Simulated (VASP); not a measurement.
# MoP in VASP: single point with PBE

Aim: the single point of MoP with PBE.

Everything below comes from runs of VASP 6.6.1. Logs are shortened: lines on timing, memory, paths and dates and some standing lists are left out, and cuts for length are marked.

## (1) The cell of the first run

The cell holds a slab with vacuum, 14 atoms: a = 3.195 Å, b = 5.614 Å, c = 24.723 Å, α = 90.00°, β = 90.00°, γ = 90.00°.

## (2) Single point, PBE

File INCAR:

```
ALGO = Normal
DIPOL = 0.5 0.5 0.500
EDIFF = 1E-6
ENCUT = 520
GGA = PE
IDIPOL = 3
ISIF = 2
ISMEAR = 0
LASPH = T
LCHARG = T
LDIPOL = T
LELF = T
LREAL = F
LVACPOTAV = T
LVHAR = T
LWAVE = F
NBANDS = 80
NELM = 100
PREC = Accurate
SIGMA = 0.1
```

File KPOINTS:

```
k-points
0
Gamma
  11 6 1
```

File POSCAR:

```
MoP
1.0
    3.1952266616      0.0000000000      0.0000000000
    0.0000000000      5.6136513295      0.0000000000
    0.0000000000      0.0000000000     24.7231293187
Mo P
7 7
Direct
    0.0000000000      0.4738642604      0.3139116291
    0.0000000000      0.0118060942      0.3695434083
    0.0000000000      0.5059985695      0.4339256148
    0.0000000000      0.0071869522      0.5000000002
    0.0000000000      0.5059985675      0.5660743851
    0.0000000000      0.0118060883      0.6304565920
    0.0000000000      0.4738642522      0.6860883699
    0.5000000000      0.1510929074      0.2976679114
    0.5000000000      0.6772346131      0.3680049460
    0.5000000000      0.1742072694      0.4343170845
    0.5000000000      0.6710723224      0.5000000004
    0.5000000000      0.1742072678      0.5656829161
    0.5000000000      0.6772346070      0.6319950543
    0.5000000000      0.1510928955      0.7023320878
```

Potentials or basis: VASP PAW PBE potentials, release 64 (Mo_sv, P).

Run with:

```bash
> cat potpaw_PBE.64/Mo_sv/POTCAR potpaw_PBE.64/P/POTCAR > POTCAR
> mpirun -np 1 vasp_std > vasp.out
```

OUTCAR:

```text
EDIFF = 1E-6
   ENCUT = 520
   GGA = PE
   ISIF = 2
   ISMEAR = 0
   LASPH = T
   LREAL = F
   NELM = 100
   PREC = Accurate

 ion  position               nearest neighbor table
   1  0.000  0.474  0.314-   9 2.38   9 2.38   8 2.45   8 2.45   2 2.94   3 2.97   2 3.32
   2  0.000  0.012  0.370-  10 2.44  10 2.44   9 2.47   9 2.47   8 2.51   8 2.51   1 2.94   3 3.20
                             4 3.23   3 3.26   1 3.32
   3  0.000  0.506  0.434-  10 2.45  10 2.45  11 2.47  11 2.47   9 2.48   9 2.48   1 2.97   2 3.20
                             4 3.24   4 3.25   2 3.26   5 3.27
   4  0.000  0.007  0.500-  12 2.46  12 2.46  10 2.46  10 2.46  11 2.47  11 2.47   6 3.23   2 3.23
                             5 3.24   3 3.24   3 3.25   5 3.25
   5  0.000  0.506  0.566-  12 2.45  12 2.45  11 2.47  11 2.47  13 2.48  13 2.48   7 2.97   6 3.20
                             4 3.24   4 3.25   6 3.26   3 3.27
   6  0.000  0.012  0.630-  12 2.44  12 2.44  13 2.47  13 2.47  14 2.51  14 2.51   7 2.94   5 3.20
                             4 3.23   5 3.26   7 3.32
   7  0.000  0.474  0.686-  13 2.38  13 2.38  14 2.45  14 2.45   6 2.94   5 2.97   6 3.32
   8  0.500  0.151  0.298-   1 2.45   1 2.45   2 2.51   2 2.51
   9  0.500  0.677  0.368-   1 2.38   1 2.38   2 2.47   2 2.47   3 2.48   3 2.48
  10  0.500  0.174  0.434-   2 2.44   2 2.44   3 2.45   3 2.45   4 2.46   4 2.46
  11  0.500  0.671  0.500-   5 2.47   5 2.47   3 2.47   3 2.47   4 2.47   4 2.47
  12  0.500  0.174  0.566-   6 2.44   6 2.44   5 2.45   5 2.45   4 2.46   4 2.46
  13  0.500  0.677  0.632-   7 2.38   7 2.38   6 2.47   6 2.47   5 2.48   5 2.48
  14  0.500  0.151  0.702-   7 2.45   7 2.45   6 2.51   6 2.51

  LATTYP: Found a simple orthorhombic cell.
 ALAT       =     3.1952266616
 B/A-ratio  =     1.7568867326
 C/A-ratio  =     7.7375197246

  Lattice vectors:

 A1 = (   3.1952266616,   0.0000000000,   0.0000000000)
 A2 = (   0.0000000000,   5.6136513295,   0.0000000000)
 A3 = (   0.0000000000,   0.0000000000,  24.7231293187)

Analysis of symmetry for initial positions (statically):
=====================================================================
 Subroutine PRICEL returns:
 Original cell was already a primitive cell.

 Routine SETGRP: Setting up the symmetry group for a
 simple orthorhombic supercell.

 Subroutine GETGRP returns: Found  4 space group operations
 (whereof  4 operations were pure point group operations)
 out of a pool of  8 trial point group operations.

The static configuration has the point symmetry C_2v.

Analysis of symmetry for dynamics (positions and initial velocities):
=====================================================================
 Subroutine PRICEL returns:
 Original cell was already a primitive cell.

 Routine SETGRP: Setting up the symmetry group for a
 simple orthorhombic supercell.

 Subroutine GETGRP returns: Found  4 space group operations
 (whereof  4 operations were pure point group operations)
 out of a pool of  8 trial point group operations.

The dynamic configuration has the point symmetry C_2v.

 Subroutine INISYM returns: Found  4 space group operations
 (whereof  4 operations are pure point group operations),
 and found     1 'primitive' translations

----------------------------------------------------------------------------------------

                                     Primitive cell

  volume of cell :     443.4560

  direct lattice vectors                    reciprocal lattice vectors
     3.195226662  0.000000000  0.000000000     0.312966843  0.000000000  0.000000000
     0.000000000  5.613651329  0.000000000     0.000000000  0.178137177  0.000000000
     0.000000000  0.000000000 24.723129319     0.000000000  0.000000000  0.040447954

  length of vectors
     3.195226662  5.613651329 24.723129319     0.312966843  0.178137177  0.040447954

  position of ions in fractional coordinates (direct lattice)
     0.000000000  0.473864260  0.313911629
     0.000000000  0.011806094  0.369543408
     0.000000000  0.505998570  0.433925615
     0.000000000  0.007186952  0.500000000
     0.000000000  0.505998568  0.566074385
     0.000000000  0.011806088  0.630456592
     0.000000000  0.473864252  0.686088370
     0.500000000  0.151092907  0.297667911
     0.500000000  0.677234613  0.368004946
     0.500000000  0.174207269  0.434317085
     0.500000000  0.671072322  0.500000000
     0.500000000  0.174207268  0.565682916
     0.500000000  0.677234607  0.631995054
     0.500000000  0.151092895  0.702332088

  ion indices of the primitive-cell ions
   primitive index   ion index
                 1           1
                 2           2
                 3           3
                 4           4
                 5           5
                 6           6
                 7           7
                 8           8
                 9           9
                10          10
                11          11
                12          12
                13          13
                14          14

----------------------------------------------------------------------------------------

 KPOINTS: k-points

Automatic generation of k-mesh.
 Grid dimensions read from file:
 generate k-points for:   11    6    1

 Generating k-lattice:

  Cartesian coordinates                     Fractional coordinates (reciprocal lattice)
     0.028451531  0.000000000  0.000000000     0.090909091  0.000000000  0.000000000
     0.000000000  0.029689529  0.000000000     0.000000000  0.166666667  0.000000000
     0.000000000  0.000000000  0.040447954     0.000000000  0.000000000  1.000000000

  Length of vectors
     0.028451531  0.029689529  0.040447954

  Shift w.r.t. Gamma in fractional coordinates (k-lattice)
     0.000000000  0.000000000  0.000000000

 Subroutine IBZKPT returns following result:
 ===========================================

 Found     24 irreducible k-points:

 Following reciprocal coordinates:
            Coordinates               Weight
  0.000000  0.000000  0.000000      1.000000
  0.090909  0.000000  0.000000      2.000000
  0.181818  0.000000  0.000000      2.000000
  0.272727  0.000000  0.000000      2.000000
  0.363636  0.000000  0.000000      2.000000
  0.454545  0.000000  0.000000      2.000000
[... 16 lines left out ...]
  0.363636  0.500000  0.000000      2.000000
  0.454545  0.500000  0.000000      2.000000
   k-points           NKPTS =     24   k-points in BZ     NKDIM =     24   number of bands    NBANDS=     80
   number of dos      NEDOS =    301   number of ions     NIONS =     14
   total plane-waves  NPLWV = 193536
   dimension x,y,z NGX =    24 NGY =   42 NGZ =  192
   dimension x,y,z NGXF=    48 NGYF=   84 NGZF=  384
   ions per type =               7   7
   NGX,Y,Z   is equivalent  to a cutoff of  12.49, 12.44, 12.91 a.u.
   NGXF,Y,Z  is equivalent  to a cutoff of  24.97, 24.88, 25.82 a.u.
 SYSTEM =  unknown system
   PREC   = accura    normal or accurate (medium, high low for compatibility)
   ISTART =      0    job   : 0-new  1-cont  2-samecut
   ICHARG =      2    charge: 1-file 2-atom 10-const
   ISPIN  =      1    spin polarized calculation?
   LNONCOLLINEAR =      F non collinear calculations
   LSORBIT =      F    spin-orbit coupling
   LASPH  =      T    aspherical Exc in radial PAW
   ENCUT  =  520.0 eV  38.22 Ry    6.18 a.u.   5.94 10.44 45.97*2*pi/ulx,y,z
   NELM   =    100;   NELMIN=  2; NELMDL= -5     # of ELM steps
   EDIFF  = 0.1E-05   stopping-criterion for ELM
   LREAL  =      F    real-space projection
   EDIFFG = 0.1E-04   stopping-criterion for IOM
   NSW    =      0    number of steps for IOM
   IBRION =     -1    ionic relax: 0-MD 1-quasi-New 2-CG
   NFREE  =      0    steps in history (QN), initial steepest desc. (CG)
   ISIF   =      2    stress and relaxation
   ISYM   =      2    0-nonsym 1-usesym 2-fastsym
   POTIM  = 0.5000    time-step for ionic-motion
   TEBEG  =    0.0;   TEEND  =   0.0 temperature during run
   PSTRESS=    0.0 pullay stress
   NELECT =     133.0000    total number of electrons
   NUPDOWN=      -1.0000    fix difference up-down
   EMIN   =  10.00;   EMAX   =-10.00  energy-range for DOS
   EFERMI =   0.00;   METHOD = LEGACY
   ISMEAR =     0;   SIGMA  =   0.10  broadening in eV -4-tet -1-fermi 0-gaus
   EFERMI_NEDOS =   21; number of points for ismear=-14 and -15
   IALGO  =     38    algorithm
   IMIX   =      4    mixing-type and parameters
     AMIX     =   0.40;   BMIX     =  1.00
     AMIX_MAG =   1.60;   BMIX_MAG =  1.00
  volume/ion in A,a.u.               =      31.68       213.76
  Fermi-wavevector in a.u.,A,eV,Ry     =   1.095827  2.070812 16.338367  1.200836
  Thomas-Fermi vector in A             =   2.232157
   LORBIT       =      0    0 simple, 1 ext, 2 COOP (PROOUT), +10 PAW based schemes
   GGA     = PE    functional components
   LHFCALC =     F    Hartree Fock is set to
   AEXX    =    0.0000 exact exchange contribution
   IVDW    =     0    specifies the selected vdW correction
   LEPSILON=     F    determine dielectric tensor
   LRPA    =     F    only Hartree local field effects (RPA)
 non-spin polarized calculation
 Gauss-broadening in eV      SIGMA  =   0.10
  energy-cutoff  :      520.00
  volume of cell :      443.46
 maximum number of plane-waves:     12004
 NGX is ok and might be reduce to    24
   NGX = 11   NGY = 21   NGZ = 91

 number of electron     133.0000011 magnetization

 dipolmoment           0.000000      0.000000      0.000000 electrons x Angstroem

 Free energy of the ion-electron system (eV)
  ---------------------------------------------------
  ext. energy  EPLUGINS =         0.00000000
  ---------------------------------------------------
  free energy    TOTEN  =      -118.40758753 eV

  energy without entropy =     -118.36298381  energy(sigma->0) =     -118.38528567

 E-fermi :   2.8483     XC(G=0):  -6.5354

 val. band max:        2.8304475107   @ k =   0.0000   0.1667   0.0000
 cond. band min:       2.8612142362   @ k =   0.0909   0.1667   0.0000
 fundamental gap:      0.0307667256
 Fermi energy:         2.8482949618

 k-point     1 :       0.0000    0.0000    0.0000
  band No.  band energies     occupation
      1     -58.3890      2.00000
      2     -58.2721      2.00000
      3     -58.2669      2.00000
      4     -58.2361      2.00000
      5     -58.2357      2.00000
      6     -57.9914      2.00000
[... 70 lines left out ...]
     77       4.3530      0.00000
     78       4.4096      0.00000

 k-point     2 :       0.0909    0.0000    0.0000
  band No.  band energies     occupation
      1     -58.3875      2.00000
      2     -58.2706      2.00000
      3     -58.2654      2.00000
      4     -58.2347      2.00000
      5     -58.2342      2.00000
      6     -57.9900      2.00000
[... 70 lines left out ...]
     77       4.4158      0.00000
     78       4.5144      0.00000
[... 1699 lines left out ...]
     77       4.6494      0.00000
     78       4.9732      0.00000

 k-point    24 :       0.4545    0.5000    0.0000
  band No.  band energies     occupation
      1     -58.3696      2.00000
      2     -58.2525      2.00000
      3     -58.2460      2.00000
      4     -58.2195      2.00000
      5     -58.2193      2.00000
      6     -57.9744      2.00000
[... 70 lines left out ...]
     77       4.7936      0.00000
     78       5.0148      0.00000
 [bands above 78 left out]

------------------------ aborting loop because EDIFF is reached ----------------------------------------

  FORCE on cell =-STRESS in cart. coord.  units (eV):
  Direction    XX          YY          ZZ          XY          YZ          ZX
  --------------------------------------------------------------------------------------
  -------------------------------------------------------------------------------------
  Total       -0.6076700     -3.7747539      0.0811082      0.0000000      0.0000000      0.0000000
  in kB       -2.1954716    -13.6379370      0.2930384      0.0000000      0.0000000      0.0000000
  external PRESSURE =      -5.1801234 kB  Pullay stress =       0.0000000 kB

 VOLUME and BASIS-vectors are now :
 -----------------------------------------------------------------------------
  energy-cutoff  :      520.00
  volume of cell :      443.46
      direct lattice vectors                 reciprocal lattice vectors
     3.195226662  0.000000000  0.000000000     0.312966843  0.000000000  0.000000000
     0.000000000  5.613651329  0.000000000     0.000000000  0.178137177  0.000000000
     0.000000000  0.000000000 24.723129319     0.000000000  0.000000000  0.040447954

 POSITION                                       TOTAL-FORCE (eV/Angst)
 -----------------------------------------------------------------------------------
      0.00000      2.66011      7.76088        -0.000000      0.006409     -0.003321
      0.00000      0.06628      9.13627        -0.000000     -0.002366     -0.003188
      0.00000      2.84050     10.72800         0.000000      0.000103     -0.000980
      0.00000      0.04035     12.36156        -0.000000      0.002231      0.000000
      0.00000      2.84050     13.99513         0.000000      0.000103      0.000980
      0.00000      0.06628     15.58686        -0.000000     -0.002366      0.003188
      0.00000      2.66011     16.96225        -0.000000      0.006409      0.003321
      1.59761      0.84818      7.35928         0.000000     -0.005517     -0.009354
      1.59761      3.80176      9.09823        -0.000000     -0.000324     -0.002266
      1.59761      0.97794     10.73768        -0.000000     -0.002274      0.002869
      1.59761      3.76717     12.36156        -0.000000      0.005706      0.000000
      1.59761      0.97794     13.98545        -0.000000     -0.002274     -0.002869
      1.59761      3.80176     15.62490        -0.000000     -0.000324      0.002266
      1.59761      0.84818     17.36385         0.000000     -0.005517      0.009354
 -----------------------------------------------------------------------------------
    total drift:                                0.000000     -0.000884      0.000035

  FREE ENERGIE OF THE ION-ELECTRON SYSTEM (eV)
  ---------------------------------------------------
  free  energy   TOTEN  =      -118.4075875263 eV

  energy  without entropy=     -118.3629838097  energy(sigma->0) =     -118.38528567

 vacuum level on the upper side and lower side of the slab         7.423         7.423
```

Run time: 17 min. Hardware: 1 thread of Intel Xeon Platinum 8488C (Sapphire Rapids), shared host; peak memory 0.81 GiB.

What came out:

```yaml
Free_energy: -118.4076 eV
Largest_force: 0.011 eV/Å
Band_gap_on_the_k_mesh: zero (an odd number of electrons rules out a gap without spin polarisation)
```

Forces in eV/Å, atoms in the order of the input:
```
Mo   0.000  0.006 -0.003
Mo   0.000 -0.002 -0.003
Mo   0.000  0.000 -0.001
Mo   0.000  0.002  0.000
Mo   0.000  0.000  0.001
Mo   0.000 -0.002  0.003
Mo   0.000  0.006  0.003
P    0.000 -0.006 -0.009
P    0.000  0.000 -0.002
P    0.000 -0.002  0.003
P    0.000  0.006  0.000
P    0.000 -0.002 -0.003
P    0.000  0.000  0.002
P    0.000 -0.006  0.009
```

Levels at points of the mesh, in eV from the Fermi level:
```
           k point  band 62  band 63  band 64  band 65  band 66  band 67  band 68  band 69  band 70  band 71
(0.00, 0.00, 0.00)    -0.81    -0.73    -0.65    -0.54    -0.52    -0.27    -0.13     0.08     0.27     0.53
(0.00, 0.50, 0.00)    -0.98    -0.81    -0.41    -0.41    -0.32    -0.14     0.08     0.44     0.49     0.74
```

Caveat: an odd number of electrons without spin polarisation forces a metal; a magnetic or distorted state may lie lower.

The gap in the log of VASP goes by the Fermi energy; the results here count the filled bands.